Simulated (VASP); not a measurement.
# LuAl2Sb2 in VASP: single point with PBEsol

Aim: the single point of LuAl2Sb2 with PBEsol.

Program: VASP 6.6.1. These are calculated values, not measurements. Logs are shortened: lines on timing, memory, paths and dates and some standing lists are left out, and cuts for length are marked.

## (1) The cell of the first run

The typed cell holds 5 atoms: a = 4.425 Å, b = 4.425 Å, c = 7.036 Å, α = 90.00°, β = 90.00°, γ = 120.00°.

## (2) Single point, PBEsol

Input file INCAR:

```
SYSTEM = LuAl2Sb2
PREC     = Accurate       ! precision mode
ENCUT    = 520            ! plane-wave cutoff, eV
EDIFF    = 1E-6           ! SCF threshold, eV
ISMEAR   = -1             ! smearing method
SIGMA    = 0.1            ! smearing width, eV
LREAL    = .FALSE.        ! projectors in reciprocal space
LASPH    = .TRUE.         ! aspherical terms in the spheres
NELM     = 60             ! most SCF steps
ALGO     = Normal         ! electronic algorithm
ISIF     = 2              ! what is computed and relaxed
LWAVE    = .FALSE.        ! write WAVECAR
LCHARG   = .TRUE.         ! write CHGCAR
GGA      = PS             ! functional
LELF     = .TRUE.         ! ELF
LVHAR    = .TRUE.       
NBANDS   = 28             ! bands
```

Input file KPOINTS:

```
Automatic mesh
0
G
  9 9 5
  0 0 0
```

Input file POSCAR:

```
LuAl2Sb2
1.0
    4.4248490000      0.0000000000      0.0000000000
   -2.2124250000      3.8320370000      0.0000000000
    0.0000000000      0.0000000000      7.0361490000
Al Lu Sb
2 1 2
Direct
    0.3333000000      0.6667000000      0.6415000000
    0.6667000000      0.3333000000      0.3585000000
    0.0000000000      0.0000000000      0.0000000000
    0.3333000000      0.6667000000      0.2513700000
    0.6667000000      0.3333000000      0.7486300000
```

Potentials or basis: VASP PAW PBE potentials, release 64 (Al, Lu, Sb).

Started as:

```bash
> cat potpaw_PBE.64/Al/POTCAR potpaw_PBE.64/Lu/POTCAR potpaw_PBE.64/Sb/POTCAR > POTCAR
> mpirun -np 1 vasp_std > vasp.out
```

OUTCAR:

```text
SYSTEM = LuAl2Sb2
   PREC = Accurate
   ENCUT = 520
   EDIFF = 1E-6
   ISMEAR = -1
   LREAL = .FALSE.
   LASPH = .TRUE.
   NELM = 60
   ISIF = 2
   GGA = PS

 ion  position               nearest neighbor table
   1  0.333  0.667  0.642-   5 2.66   5 2.66   5 2.66   4 2.75   2 3.24   2 3.24   2 3.24
   2  0.667  0.333  0.358-   4 2.66   4 2.66   4 2.66   5 2.75   1 3.24   1 3.24   1 3.24
   3  0.000  0.000  0.000-   4 3.11   5 3.11   5 3.11   4 3.11   5 3.11   4 3.11
   4  0.333  0.667  0.251-   2 2.66   2 2.66   2 2.66   1 2.75   3 3.11   3 3.11   3 3.11
   5  0.667  0.333  0.749-   1 2.66   1 2.66   1 2.66   2 2.75   3 3.11   3 3.11   3 3.11

  LATTYP: Found a hexagonal cell.
 ALAT       =     4.4248490000
 C/A-ratio  =     1.5901444320

  Lattice vectors:

 A1 = (   4.4248490000,   0.0000000000,   0.0000000000)
 A2 = (  -2.2124250000,   3.8320370000,   0.0000000000)
 A3 = (   0.0000000000,   0.0000000000,   7.0361490000)

Analysis of symmetry for initial positions (statically):
=====================================================================
 Subroutine PRICEL returns:
 Original cell was already a primitive cell.

 Routine SETGRP: Setting up the symmetry group for a
 hexagonal supercell.

 Subroutine GETGRP returns: Found  4 space group operations
 (whereof  4 operations were pure point group operations)
 out of a pool of 24 trial point group operations.

The static configuration has the point symmetry C_2h.

Analysis of symmetry for dynamics (positions and initial velocities):
=====================================================================
 Subroutine PRICEL returns:
 Original cell was already a primitive cell.

 Routine SETGRP: Setting up the symmetry group for a
 hexagonal supercell.

 Subroutine GETGRP returns: Found  4 space group operations
 (whereof  4 operations were pure point group operations)
 out of a pool of 24 trial point group operations.

The dynamic configuration has the point symmetry C_2h.

 Subroutine INISYM returns: Found  4 space group operations
 (whereof  4 operations are pure point group operations),
 and found     1 'primitive' translations

----------------------------------------------------------------------------------------

                                     Primitive cell

  volume of cell :     119.3062

  direct lattice vectors                    reciprocal lattice vectors
     4.424849000  0.000000000  0.000000000     0.225996413  0.130478937  0.000000000
    -2.212425000  3.832037000  0.000000000     0.000000000  0.260957814  0.000000000
     0.000000000  0.000000000  7.036149000     0.000000000  0.000000000  0.142123198

  length of vectors
     4.424849000  4.424853890  7.036149000     0.260958103  0.260957814  0.142123198

  position of ions in fractional coordinates (direct lattice)
     0.333300000  0.666700000  0.641500000
     0.666700000  0.333300000  0.358500000
     0.000000000  0.000000000  0.000000000
     0.333300000  0.666700000  0.251370000
     0.666700000  0.333300000  0.748630000

  ion indices of the primitive-cell ions
   primitive index   ion index
                 1           1
                 2           2
                 3           3
                 4           4
                 5           5

----------------------------------------------------------------------------------------

 KPOINTS: Automatic mesh

Automatic generation of k-mesh.
 Grid dimensions read from file:
 generate k-points for:    9    9    5

 Generating k-lattice:

  Cartesian coordinates                     Fractional coordinates (reciprocal lattice)
     0.025110713  0.014497660  0.000000000     0.111111111 -0.000000000  0.000000000
     0.000000000  0.028995313  0.000000000     0.000000000  0.111111111  0.000000000
     0.000000000  0.000000000  0.028424640     0.000000000  0.000000000  0.200000000

  Length of vectors
     0.028995345  0.028995313  0.028424640

  Shift w.r.t. Gamma in fractional coordinates (k-lattice)
     0.000000000  0.000000000  0.000000000

 Subroutine IBZKPT returns following result:
 ===========================================

 Found    115 irreducible k-points:

 Following reciprocal coordinates:
            Coordinates               Weight
  0.000000  0.000000  0.000000      1.000000
  0.111111  0.000000  0.000000      4.000000
 -0.111111  0.111111  0.000000      2.000000
  0.222222  0.000000  0.000000      4.000000
 -0.222222  0.222222  0.000000      2.000000
  0.333333  0.000000  0.000000      4.000000
[... 16 lines left out ...]
 -0.222222 -0.444444  0.000000      4.000000
  0.444444  0.333333  0.000000      4.000000
 [... further k-points ...]
   k-points           NKPTS =    115   k-points in BZ     NKDIM =    115   number of bands    NBANDS=     28
   number of dos      NEDOS =    301   number of ions     NIONS =      5
   total plane-waves  NPLWV =  69984
   dimension x,y,z NGX =    36 NGY =   36 NGZ =   54
   dimension x,y,z NGXF=    72 NGYF=   72 NGZF=  108
   ions per type =               2   1   2
   NGX,Y,Z   is equivalent  to a cutoff of  13.53, 13.53, 12.76 a.u.
   NGXF,Y,Z  is equivalent  to a cutoff of  27.05, 27.05, 25.52 a.u.
 SYSTEM =  LuAl2Sb2
   PREC   = accura    normal or accurate (medium, high low for compatibility)
   ISTART =      0    job   : 0-new  1-cont  2-samecut
   ICHARG =      2    charge: 1-file 2-atom 10-const
   ISPIN  =      1    spin polarized calculation?
   LNONCOLLINEAR =      F non collinear calculations
   LSORBIT =      F    spin-orbit coupling
   LASPH  =      T    aspherical Exc in radial PAW
   ENCUT  =  520.0 eV  38.22 Ry    6.18 a.u.   8.23  8.23 13.08*2*pi/ulx,y,z
   NELM   =     60;   NELMIN=  2; NELMDL= -5     # of ELM steps
   EDIFF  = 0.1E-05   stopping-criterion for ELM
   LREAL  =      F    real-space projection
   EDIFFG = 0.1E-04   stopping-criterion for IOM
   NSW    =      0    number of steps for IOM
   IBRION =     -1    ionic relax: 0-MD 1-quasi-New 2-CG
   NFREE  =      0    steps in history (QN), initial steepest desc. (CG)
   ISIF   =      2    stress and relaxation
   ISYM   =      2    0-nonsym 1-usesym 2-fastsym
   POTIM  = 0.5000    time-step for ionic-motion
   TEBEG  =    0.0;   TEEND  =   0.0 temperature during run
   PSTRESS=    0.0 pullay stress
   NELECT =      41.0000    total number of electrons
   NUPDOWN=      -1.0000    fix difference up-down
   EMIN   =  10.00;   EMAX   =-10.00  energy-range for DOS
   EFERMI =   0.00;   METHOD = LEGACY
   ISMEAR =    -1;   SIGMA  =   0.10  broadening in eV -4-tet -1-fermi 0-gaus
   EFERMI_NEDOS =   21; number of points for ismear=-14 and -15
   IALGO  =     38    algorithm
   IMIX   =      4    mixing-type and parameters
     AMIX     =   0.40;   BMIX     =  1.00
     AMIX_MAG =   1.60;   BMIX_MAG =  1.00
  volume/ion in A,a.u.               =      23.86       161.02
  Fermi-wavevector in a.u.,A,eV,Ry     =   1.146696  2.166942 17.890468  1.314912
  Thomas-Fermi vector in A             =   2.283379
   LORBIT       =      0    0 simple, 1 ext, 2 COOP (PROOUT), +10 PAW based schemes
   GGA     = PS    functional components
   LHFCALC =     F    Hartree Fock is set to
   AEXX    =    0.0000 exact exchange contribution
   IVDW    =     0    specifies the selected vdW correction
   LEPSILON=     F    determine dielectric tensor
   LRPA    =     F    only Hartree local field effects (RPA)
 non-spin polarized calculation
  energy-cutoff  :      520.00
  volume of cell :      119.31
 maximum number of plane-waves:      3249
 NGX is ok and might be reduce to    36
   NGX = 17   NGY = 17   NGZ = 27

 number of electron      40.9999991 magnetization

 Free energy of the ion-electron system (eV)
  ---------------------------------------------------
  ext. energy  EPLUGINS =         0.00000000
  ---------------------------------------------------
  free energy    TOTEN  =       -22.25912683 eV

  energy without entropy =      -22.14447404  energy(sigma->0) =      -22.20180043

 E-fermi :   7.0500     XC(G=0): -10.1542

 val. band max:        7.0471331758   @ k =   0.4444   0.0000   0.2000
 cond. band min:       7.0542948740   @ k =   0.0000   0.0000   0.4000
 fundamental gap:      0.0071616982
 Fermi energy:         7.0499959319

 k-point     1 :       0.0000    0.0000    0.0000
  band No.  band energies     occupation
      1     -50.2499      2.00000
      2     -20.9210      2.00000
      3     -20.9084      2.00000
      4     -20.9083      2.00000
      5      -5.5001      2.00000
      6      -3.8101      2.00000
[... 20 lines left out ...]
     27       8.2916      0.00001
     28       8.2931      0.00001

 k-point     2 :       0.1111    0.0000    0.0000
  band No.  band energies     occupation
      1     -50.2499      2.00000
      2     -20.9201      2.00000
      3     -20.9124      2.00000
      4     -20.9092      2.00000
      5      -5.3919      2.00000
      6      -3.7562      2.00000
[... 20 lines left out ...]
     27       8.5128      0.00000
     28       8.8826      0.00000

 k-point     3 :      -0.1111    0.1111    0.0000
  band No.  band energies     occupation
      1     -50.2499      2.00000
      2     -20.9201      2.00000
      3     -20.9124      2.00000
      4     -20.9093      2.00000
      5      -5.3919      2.00000
      6      -3.7562      2.00000
[... 20 lines left out ...]
     27       8.5131      0.00000
     28       8.8830      0.00000

 k-point     4 :       0.2222    0.0000    0.0000
  band No.  band energies     occupation
      1     -50.2497      2.00000
      2     -20.9227      2.00000
      3     -20.9177      2.00000
      4     -20.9116      2.00000
      5      -5.0802      2.00000
      6      -3.6185      2.00000
[... 578 lines left out ...]
     27      10.4893      0.00000
     28      10.9904      0.00000

 k-point    23 :      -0.2222   -0.4444    0.0000
  band No.  band energies     occupation
      1     -50.2494      2.00000
      2     -20.9372      2.00000
      3     -20.9244      2.00000
      4     -20.9126      2.00000
      5      -3.9249      2.00000
      6      -3.4841      2.00000
[... 20 lines left out ...]
     27      10.4895      0.00000
     28      10.9903      0.00000

 k-point    24 :       0.4444    0.3333    0.0000
  band No.  band energies     occupation
      1     -50.2494      2.00000
      2     -20.9373      2.00000
      3     -20.9244      2.00000
      4     -20.9126      2.00000
      5      -3.9252      2.00000
      6      -3.4838      2.00000
[... 20 lines left out ...]
     27      10.4892      0.00000
     28      10.9906      0.00000

 [... further k-points ...]

------------------------ aborting loop because EDIFF is reached ----------------------------------------

  FORCE on cell =-STRESS in cart. coord.  units (eV):
  Direction    XX          YY          ZZ          XY          YZ          ZX
  --------------------------------------------------------------------------------------
  -------------------------------------------------------------------------------------
  Total        3.8457154      3.8528555      1.2999500      0.0061737      0.0013301     -0.0023037
  in kB       51.6445557     51.7404408     17.4571785      0.0829071      0.0178618     -0.0309372
  external PRESSURE =      40.2807250 kB  Pullay stress =       0.0000000 kB

 VOLUME and BASIS-vectors are now :
 -----------------------------------------------------------------------------
  energy-cutoff  :      520.00
  volume of cell :      119.31
      direct lattice vectors                 reciprocal lattice vectors
     4.424849000  0.000000000  0.000000000     0.225996413  0.130478937  0.000000000
    -2.212425000  3.832037000  0.000000000     0.000000000  0.260957814  0.000000000
     0.000000000  0.000000000  7.036149000     0.000000000  0.000000000  0.142123198

 POSITION                                       TOTAL-FORCE (eV/Angst)
 -----------------------------------------------------------------------------------
     -0.00022      2.55482      4.51369         0.002573     -0.001486      0.224495
      2.21265      1.27722      2.52246        -0.002573      0.001486     -0.224495
      0.00000      0.00000      0.00000        -0.000000     -0.000000     -0.000000
     -0.00022      2.55482      1.76868         0.003086     -0.001782     -0.724763
      2.21265      1.27722      5.26747        -0.003086      0.001782      0.724763
 -----------------------------------------------------------------------------------
    total drift:                               -0.000000     -0.000000      0.000000

  FREE ENERGIE OF THE ION-ELECTRON SYSTEM (eV)
  ---------------------------------------------------
  free  energy   TOTEN  =       -22.2591268311 eV

  energy  without entropy=      -22.1444740364  energy(sigma->0) =      -22.20180043
```

It took 5 min on 1 thread of Intel Xeon Platinum 8259CL at 2.50GHz (Skylake/Cascade Lake), shared host; peak memory 0.54 GiB.

Results:

```yaml
Free_energy: -22.2591 eV
Pressure: 4.0 GPa
Largest_force: 0.725 eV/Å
Band_gap_on_the_k_mesh: zero (an odd number of electrons rules out a gap without spin polarisation)
```

Forces in eV/Å, atoms in the order of the input:
```
Al   0.003 -0.001  0.224
Al  -0.003  0.001 -0.224
Lu   0.000  0.000  0.000
Sb   0.003 -0.002 -0.725
Sb  -0.003  0.002  0.725
```

Caveat: the cell stands under pressure; the PAW data sets were made with another functional, which shifts forces and pressure a little; spin-orbit coupling is left out, which moves the levels of the heavy elements.
